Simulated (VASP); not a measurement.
Write the native input for VASP 6.6.1 that does the following.

```
Task                   : single point
Functional             : PBEsol
Potentials or basis    : VASP PAW PBE potentials, release 64 (W_sv, Sn_d)
Cutoff                 : 520 eV
k mesh                 : 8 × 8 × 8
Occupations            : gaussian, width 0.05 eV
Spin                   : no spin polarisation
Dipole correction      : no
Further INCAR settings : ALGO = Normal; EDIFF = 1e-06; NBANDS = 36
```

The structure of SnW3 lies in POSCAR:

```
SnW3
1.0
    4.0055777465      0.0000000000      0.0000000000
    0.0000000000      4.0055777465      0.0000000000
    0.0000000000      0.0000000000      4.0055777465
W Sn
3 1
Direct
    0.0000000000      0.5000000000      0.5000000000
    0.5000000000      0.5000000000      0.0000000000
    0.5000000000      0.0000000000      0.5000000000
    0.0000000000      0.0000000000      0.0000000000
```

The input as run:

INCAR

```
  ALGO = Normal
  EDIFF = 1E-6
  ENCUT = 520
  GGA = PS
  ISIF = 2
  ISMEAR = 0
  LASPH = T
  LCHARG = F
  LREAL = F
  LWAVE = F
  NBANDS = 36
  NELM = 80
  PREC = Accurate
  SIGMA = 0.05
```

KPOINTS

```
k-points
0
Gamma
  8 8 8
```

Potentials or basis: VASP PAW PBE potentials, release 64 (W_sv, Sn_d).

Command:

```bash
$ cat potpaw_PBE.64/W_sv/POTCAR potpaw_PBE.64/Sn_d/POTCAR > POTCAR
$ mpirun -np 1 vasp_std > vasp.out
```

Results of the run:

```yaml
Pressure: 9.7 GPa
Band_gap_on_the_k_mesh: zero (bands 28 and 29 overlap by 1.51 eV)
```

Caveat: the cell stands under pressure; the PAW data sets were made with another functional, which shifts forces and pressure a little; spin-orbit coupling is left out, which moves the levels of the heavy elements.

Wall time 93 s on 1 thread of Intel(R) Xeon(R) Platinum 8175M CPU @ 2.50GHz (Skylake/Cascade Lake), with other jobs on the host, peak memory 0.21 GiB.
